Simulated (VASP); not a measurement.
Input of a VASP 6.6.1 run:

The input INCAR:

```
SYSTEM = CO2
PREC     = Accurate       ! precision mode
ENCUT    = 520            ! plane-wave cutoff, eV
EDIFF    = 1E-7           ! SCF threshold, eV
ISMEAR   = -1             ! smearing method
SIGMA    = 0.02           ! smearing width, eV
LREAL    = Auto         
LASPH    = .True.         ! aspherical terms in the spheres
NELM     = 60             ! most SCF steps
ALGO     = Normal         ! electronic algorithm
ISIF     = 2              ! what is computed and relaxed
LWAVE    = .False.        ! write WAVECAR
LCHARG   = .True.         ! write CHGCAR
GGA      = PS             ! functional
LELF     = .True.         ! ELF
LVHAR    = .True.       
NBANDS   = 101            ! bands
```

KPOINTS

```
regular mesh
0
Gamma
  1 1 1
  0 0 0
```

The input POSCAR:

```
CO2
1.0
    8.7065880000      0.0000000000      0.0000000000
    0.0000000000      8.7065880000      0.0000000000
    0.0000000000      0.0000000000      8.7065880000
C O
10 20
Direct
    0.7751486575      0.4708044070      0.2986244439
    0.4334533804      0.5237068758      0.9571717417
    0.9509925128      0.1093654598      1.0129915416
    0.4310758704      0.2307103540      0.4849201547
    0.5166202880      0.0689133332      0.9865862494
    0.8083993408      0.3457267072      0.7380732843
    0.7052590521      0.7917223142      0.5646069390
    0.2042361485      0.5820534979      0.3624152194
    0.1177039731      0.9922026861      0.3906582004
    0.1005215820      0.7305732165      0.7492717009
    0.7325142754      0.3863855738      0.3942761504
    0.8237325575      0.5441626502      0.1987460530
    0.4247588148      0.6297300389      0.8737866085
    0.4432850159      0.4345215370      1.0614950426
    0.9145029029      0.1958516930      1.1077129181
    0.9840019994      0.0246250311      0.9135381162
    0.3638509138      0.3400183861      0.4357275204
    0.5016890658      0.1321642875      0.5372368602
    0.5827311457      0.0156892689      0.8790699640
    0.4475806137      0.1137873987      1.0956875414
    0.9293422406      0.2900447339      0.7383604232
    0.6942673755      0.4143643871      0.7546124842
    0.5984319001      0.7569555376      0.4917540603
    0.8223083486      0.8128901930      0.6312920745
    0.0970529443      0.5504452490      0.4399082626
    0.3087202472      0.6143623656      0.2835324240
    0.0854755043      0.8877989862      0.3163581417
    0.1464063764      1.0968360970      0.4697132792
    0.0532585210      0.6299597500      0.8262364086
    0.1637036230      0.8183802886      0.6750520411
```

Potentials or basis: VASP PAW PBE potentials, release 64 (C, O).

Run with:

```bash
$ cat potpaw_PBE.64/C/POTCAR potpaw_PBE.64/O/POTCAR > POTCAR
$ mpirun -np 1 vasp_gam > vasp.out
```

(1) Predict the largest force.

(2) Predict the band gap on the k mesh.

Answers

(1) 4.504 eV/Å.

(2) 6.09 eV.

Caveat: the k points lie up to 0.72 Å⁻¹ apart; the PAW data sets were made with another functional, which shifts forces and pressure a little.
